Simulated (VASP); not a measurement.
Write the native input for VASP 6.6.1 that does the following.

```yaml
Task: single point
Functional: PBEsol
Potentials_or_basis: VASP PAW PBE potentials, release 64 (Ca_sv, Ge_d, N)
Cutoff: 520 eV
k_mesh: 10 × 10 × 10
Occupations: gaussian, width 0.15 eV
Spin: no spin polarisation
Dipole_correction: no
Further_INCAR_settings: ALGO = Normal; EDIFF = 1e-07; NBANDS = 32
```

The structure of Ca3GeN lies in POSCAR:

```
Ca3GeN
1.0
    4.7573000000      0.0000000000      0.0000000000
    0.0000000000      4.7573000000      0.2675981250
    0.0000000000      0.2675981250      4.7573000000
Ca Ge N
3 1 1
Direct
    0.0000000000      0.5000000000      0.5000000000
    0.5000000000      0.0000000000      0.5000000000
    0.5000000000      0.5000000000      0.0000000000
    0.0000000000      0.0000000000      0.0000000000
    0.5000000000      0.5000000000      0.5000000000
```

This cell differs from its parent crystal: strain +0.1125 x Voigt [0, 0, 0, 1, 0, 0].

The input as run:

INCAR

```
SYSTEM = Ca3GeN
ALGO = Normal
EDIFF = 1E-7
ENCUT = 520
GGA = PS
ISIF = 2
ISMEAR = 0
LASPH = .TRUE.
LCHARG = .FALSE.
LREAL = .FALSE.
LWAVE = .FALSE.
NBANDS = 32
NELM = 100
PREC = Accurate
SIGMA = 0.15
```

KPOINTS

```
k-points
0
G
  10 10 10
  0 0 0
```

Potentials or basis: VASP PAW PBE potentials, release 64 (Ca_sv, Ge_d, N).

Run with:

```console
$ cat potpaw_PBE.64/Ca_sv/POTCAR potpaw_PBE.64/Ge_d/POTCAR potpaw_PBE.64/N/POTCAR > POTCAR
$ mpirun -np 1 vasp_std > vasp.out
```

Results of the run:

```json
{
  "Pressure": "0.4 GPa"
}
```

Caveat: the cell differs from its parent crystal (strain +0.1125 x Voigt [0, 0, 0, 1, 0, 0]); the PAW data sets were made with another functional, which shifts forces and pressure a little.

Wall time 13 min on 1 thread of Oxide Virtual Turin-like Processor (shared host), peak memory 0.61 GiB.
